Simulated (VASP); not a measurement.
Wanted: the native input for a VASP 6.6.1 run.

| Quantity | Value |
| --- | --- |
| Task | single point |
| Functional | PBE0 |
| Potentials or basis | VASP PAW PBE potentials, release 64 (Mg, O) |
| Cutoff | 520 eV |
| k mesh | 6 × 6 × 6 |
| Occupations | gaussian, width 0.05 eV |
| Spin | no spin polarisation |
| Dipole correction | no |
| Grid for exact exchange (PRECFOCK) | Normal |
| Further INCAR settings | ALGO = Normal; EDIFF = 1e-07; NBANDS = 11 |
| Share of exact exchange | 0.25 |

Crystal: MgO.

```xyz
2
Lattice="0.0000 2.0970 2.0970 2.0970 0.0000 2.0970 2.0970 2.0970 0.0000" Properties=species:S:1:pos:R:3 pbc="T T T"
Mg    0.0000    0.0000    0.0000
O     2.0970    2.0970    2.0970
```

One way to write it, as run:

POSCAR

```
MgO
1.0
    0.0000000000      2.0970013927      2.0970013927
    2.0970013927      0.0000000000      2.0970013927
    2.0970013927      2.0970013927      0.0000000000
Mg O
1 1
Direct
    0.0000000000      0.0000000000      0.0000000000
    0.5000000000      0.5000000000      0.5000000000
```

INCAR.step1

```
ALGO     = Normal         # electronic algorithm
EDIFF    = 1E-5           # SCF threshold, eV
ENCUT    = 520            # plane-wave cutoff, eV
GGA      = PE             # functional
ISIF     = 2              # what is computed and relaxed
ISMEAR   = 0              # smearing method
LASPH    = True           # aspherical terms in the spheres
LREAL    = False          # projectors in reciprocal space
LWAVE    = True           # write WAVECAR
NBANDS   = 11             # bands
NELM     = 100            # most SCF steps
PREC     = Accurate       # precision mode
SIGMA    = 0.05           # smearing width, eV
```

INCAR.step2

```
AEXX     = 0.25           # exact-exchange fraction
ALGO     = Normal         # electronic algorithm
EDIFF    = 1E-7           # SCF threshold, eV
ENCUT    = 520            # plane-wave cutoff, eV
GGA      = PE             # functional
ISIF     = 2              # what is computed and relaxed
ISMEAR   = 0              # smearing method
ISTART   = 1            
LASPH    = True           # aspherical terms in the spheres
LCHARG   = True           # write CHGCAR
LELF     = True           # ELF
LHFCALC  = True           # exact exchange
LREAL    = False          # projectors in reciprocal space
LVHAR    = True         
LWAVE    = False          # write WAVECAR
NBANDS   = 11             # bands
NELM     = 100            # most SCF steps
PREC     = Accurate       # precision mode
PRECFOCK = Normal       
SIGMA    = 0.05           # smearing width, eV
```

KPOINTS

```
k-points
0
Gamma
  6 6 6
```

Potentials or basis: VASP PAW PBE potentials, release 64 (Mg, O).

Launch:

```sh
$ cat potpaw_PBE.64/Mg/POTCAR potpaw_PBE.64/O/POTCAR > POTCAR
$ cp INCAR.step1 INCAR
$ mpirun -np 1 vasp_std > vasp.out
$ cp INCAR.step2 INCAR
$ mpirun -np 1 vasp_std > vasp.out
```

It gave:

```yaml
Pressure: 0.6 GPa
Band_gap_on_the_k_mesh: 7.34 eV
```

Caveat: the k points lie up to 0.43 Å⁻¹ apart; the PAW data sets were made with another functional, which shifts forces and pressure a little.

Run time: 7.4 min on 1 thread of Intel(R) Xeon(R) Platinum 8488C (Sapphire Rapids) (shared host), peak memory 0.15 GiB.
